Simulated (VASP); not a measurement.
# BP2 (I4/mmm) in VASP: a series of runs, part 2 of 2

VASP 6.6.1.

### 3 Single point, PBE

This run uses another cell than the first one, of 16.43 Å³/atom.

Input file INCAR:

```
SYSTEM = BP2
PREC = Accurate
ENCUT = 500
EDIFF = 1E-6
ISMEAR = 0
SIGMA = 0.2
LREAL = .False.
LASPH = .True.
NELM = 120
ALGO = Normal
ISIF = 2
LWAVE = .False.
LCHARG = .False.
GGA = PE
NBANDS = 14
GGA_COMPAT = .False.
```

Input file KPOINTS:

```
regular mesh
0
Gamma
  7 7 7
  0 0 0
```

Input file POSCAR:

```
BP2
1.0
   -1.8584467567      1.8584467567      3.5683023149
    1.8584467567     -1.8584467567      3.5683023149
    1.8584467567      1.8584467567     -3.5683023149
B P
1 2
Direct
    0.5000000000      0.5000000000      0.0000000000
    0.2464964486      0.2464964486      0.0000000000
    0.7535035514      0.7535035514      0.0000000000
```

Potentials or basis: VASP PAW PBE potentials, release 64 (B, P).

On the command line:

```bash
$ cat potpaw_PBE.64/B/POTCAR potpaw_PBE.64/P/POTCAR > POTCAR
$ mpirun -np 1 vasp_std > vasp.out
```

OUTCAR:

```text
SYSTEM = BP2
   PREC = Accurate
   ENCUT = 500
   EDIFF = 1E-6
   ISMEAR = 0
   LREAL = .False.
   LASPH = .True.
   NELM = 120
   ISIF = 2
   GGA = PE

 ion  position               nearest neighbor table
   1  0.500  0.500  0.000-   2 1.81   3 1.81
   2  0.246  0.246  0.000-   1 1.81   3 2.63   3 2.63   3 2.63   3 2.63
   3  0.754  0.754  0.000-   1 1.81   2 2.63   2 2.63   2 2.63   2 2.63

  LATTYP: Found a body centered tetragonal cell.
 ALAT       =     3.7168935134
 C/A-ratio  =     1.9200454907

  Lattice vectors:

 A1 = (  -1.8584467567,   1.8584467567,   3.5683023149)
 A2 = (   1.8584467567,  -1.8584467567,   3.5683023149)
 A3 = (   1.8584467567,   1.8584467567,  -3.5683023149)

Analysis of symmetry for initial positions (statically):
=====================================================================
 Subroutine PRICEL returns:
 Original cell was already a primitive cell.

 Routine SETGRP: Setting up the symmetry group for a
 body centered tetragonal supercell.

 Subroutine GETGRP returns: Found 16 space group operations
 (whereof 16 operations were pure point group operations)
 out of a pool of 16 trial point group operations.

The static configuration has the point symmetry D_4h.

Analysis of symmetry for dynamics (positions and initial velocities):
=====================================================================
 Subroutine PRICEL returns:
 Original cell was already a primitive cell.

 Routine SETGRP: Setting up the symmetry group for a
 body centered tetragonal supercell.

 Subroutine GETGRP returns: Found 16 space group operations
 (whereof 16 operations were pure point group operations)
 out of a pool of 16 trial point group operations.

The dynamic configuration has the point symmetry D_4h.

 Subroutine INISYM returns: Found 16 space group operations
 (whereof 16 operations are pure point group operations),
 and found     1 'primitive' translations

----------------------------------------------------------------------------------------

[... 126 lines left out ...]
 Gauss-broadening in eV      SIGMA  =   0.20
  energy-cutoff  :      500.00
  volume of cell :       49.30
 maximum number of plane-waves:      1269
   NGX = 17   NGY = 17   NGZ = 17

 number of electron      13.0000001 magnetization

 Free energy of the ion-electron system (eV)
  ---------------------------------------------------
  ext. energy  EPLUGINS =         0.00000000
  ---------------------------------------------------
  free energy    TOTEN  =       -15.24463463 eV

  energy without entropy =      -15.21256793  energy(sigma->0) =      -15.22860128

 E-fermi :   5.4827     XC(G=0):  -9.8997

 val. band max:        5.4558684542   @ k =   0.2857   0.0000  -0.0000
 cond. band min:       5.5112867181   @ k =  -0.2857   0.4286   0.1429
 fundamental gap:      0.0554182640
 Fermi energy:         5.4826676485

 k-point     1 :       0.0000    0.0000    0.0000
  band No.  band energies     occupation
      1      -8.8633      2.00000
      2      -2.4754      2.00000
      3       1.4336      2.00000
      4       2.1369      2.00000
      5       2.3116      2.00000
      6       2.3116      2.00000
      7       5.6589      0.21281
      8       5.6589      0.21281
      9       7.1275      0.00000
     10       9.2574      0.00000
     11      10.3742      0.00000
     12      10.3742      0.00000
     13      12.9557      0.00000
     14      14.2899      0.00000
[... 377 lines left out ...]
      1      -5.9109      2.00000
      2      -5.7785      2.00000
      3      -1.0316      2.00000
      4      -0.0892      2.00000
      5       1.3188      2.00000
      6       3.2329      2.00000
      7       5.1221      1.98921
      8       8.2533      0.00000
      9       9.0401      0.00000
     10      10.7025      0.00000
     11      10.8650      0.00000
     12      12.6181      0.00000
     13      15.3020      0.00000
     14      15.4518      0.00000

 [... further k-points ...]

------------------------ aborting loop because EDIFF is reached ----------------------------------------

  FORCE on cell =-STRESS in cart. coord.  units (eV):
  Direction    XX          YY          ZZ          XY          YZ          ZX
  --------------------------------------------------------------------------------------
  -------------------------------------------------------------------------------------
  Total       -0.0939319     -0.0939319      0.0663524      0.0000000      0.0000000      0.0000000
  in kB       -3.0528253     -3.0528253      2.1564779      0.0000000      0.0000000      0.0000000
  external PRESSURE =      -1.3163909 kB  Pullay stress =       0.0000000 kB

 VOLUME and BASIS-vectors are now :
 -----------------------------------------------------------------------------
  energy-cutoff  :      500.00
  volume of cell :       49.30
      direct lattice vectors                 reciprocal lattice vectors
    -1.858446757  1.858446757  3.568302315     0.000000000  0.269041875  0.140122657
     1.858446757 -1.858446757  3.568302315     0.269041875  0.000000000  0.140122657
     1.858446757  1.858446757 -3.568302315     0.269041875  0.269041875  0.000000000

 POSITION                                       TOTAL-FORCE (eV/Angst)
 -----------------------------------------------------------------------------------
      0.00000      0.00000      3.56830        -0.000000     -0.000000      0.000000
      0.00000      0.00000      1.75915         0.000000      0.000000      0.005592
      0.00000      0.00000      5.37746         0.000000      0.000000     -0.005592
 -----------------------------------------------------------------------------------
    total drift:                                0.000000      0.000000      0.000000

  FREE ENERGIE OF THE ION-ELECTRON SYSTEM (eV)
  ---------------------------------------------------
  free  energy   TOTEN  =       -15.2446346275 eV

  energy  without entropy=      -15.2125679337  energy(sigma->0) =      -15.22860128
```

OSZICAR:

```text
N       E                     dE             d eps       ncg     rms          rms(c)
DAV:   1     0.293140541075E+02    0.29314E+02   -0.52220E+03  1120   0.738E+02
DAV:   2    -0.140570538519E+02   -0.43371E+02   -0.40601E+02  1452   0.130E+02
DAV:   3    -0.159931821495E+02   -0.19361E+01   -0.19203E+01  1474   0.269E+01
DAV:   4    -0.160103074556E+02   -0.17125E-01   -0.17121E-01  1354   0.305E+00
DAV:   5    -0.160105577060E+02   -0.25025E-03   -0.25024E-03  1530   0.364E-01    0.860E+00
DAV:   6    -0.153460596881E+02    0.66450E+00   -0.16877E+00  1276   0.723E+00    0.440E+00
DAV:   7    -0.152651561910E+02    0.80903E-01   -0.25855E-01  1390   0.285E+00    0.277E+00
DAV:   8    -0.152450789926E+02    0.20077E-01   -0.57457E-02  1402   0.132E+00    0.406E-01
DAV:   9    -0.152446871215E+02    0.39187E-03   -0.57049E-03  1402   0.453E-01    0.224E-01
DAV:  10    -0.152446401331E+02    0.46988E-04   -0.66284E-04  1366   0.159E-01    0.661E-02
DAV:  11    -0.152446261934E+02    0.13940E-04   -0.11952E-04  1378   0.629E-02    0.362E-02
DAV:  12    -0.152446350360E+02   -0.88427E-05   -0.20708E-05  1366   0.288E-02    0.114E-02
DAV:  13    -0.152446346275E+02    0.40849E-06   -0.96877E-07  1018   0.573E-03
   1 F= -.15244635E+02 E0= -.15228601E+02  d E =-.320667E-01
```

stdout:

```text
POSCAR found type information on POSCAR B P
 POSCAR found :  2 types and       3 ions
 scaLAPACK will be used
 LDA part: xc-table for (Slater+PW92), standard interpolation
 POSCAR, INCAR and KPOINTS ok, starting setup
 FFT: planning ... GRIDC
 FFT: planning ... GRID_SOFT
 FFT: planning ... GRID
 WAVECAR not read
 entering main loop
```

Run time: 39 s. Hardware: 1 thread of Intel Xeon 8259CL, shared host; peak memory 0.17 GiB.

What came out:

```
Free energy            : -15.2446 eV
Pressure               : -0.1 GPa
Largest force          : 0.006 eV/Å
Band gap on the k mesh : zero (an odd number of electrons rules out a gap without spin polarisation)
```

Forces on the atoms (eV/Å):
```
B    0.000  0.000  0.000
P    0.000  0.000  0.006
P    0.000  0.000 -0.006
```
